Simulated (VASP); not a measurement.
AlRu, 2 atoms in the cell. The structure is cubic, space group Pm-3m (No. 221). Conventional cell: a = 2.992 Å, b = 2.992 Å, c = 2.992 Å, α = 90.00°, β = 90.00°, γ = 90.00°. Al (site symmetry m-3m) has 8 Ru at 2.59 Å and 6 Al at 2.99 Å within 3.4 Å. Ru (site symmetry m-3m) has 8 Al at 2.59 Å and 6 Ru at 2.99 Å within 3.4 Å. 

- Program: VASP 6.6.1
- Task: electric field gradients
- Functional: PBE
- Potentials or basis: VASP PAW PBE potentials, release 64 (Al, Ru_pv)
- Cutoff: 400 eV
- k mesh: 4 × 4 × 4
- Occupations: fermi-dirac, width 0.08 eV
- Spin: no spin polarisation
- Dipole correction: no
- Further INCAR settings: ALGO = Normal; EDIFF = 1e-08; NBANDS = 16

Potentials or basis: VASP PAW PBE potentials, release 64 (Al, Ru_pv).

The run is started by

```bash
$ cat potpaw_PBE.64/Al/POTCAR potpaw_PBE.64/Ru_pv/POTCAR > POTCAR
$ mpirun -np 1 vasp_std > vasp.out
```

Hardware: 1 thread of AMD EPYC 7571, on a shared host.

Q: Estimate the wall time of this run.

A: Wall time 13 s on 1 thread of AMD EPYC 7571, with other jobs on the host, peak memory 0.09 GiB. Counts: scf iterations 15, k points 10.
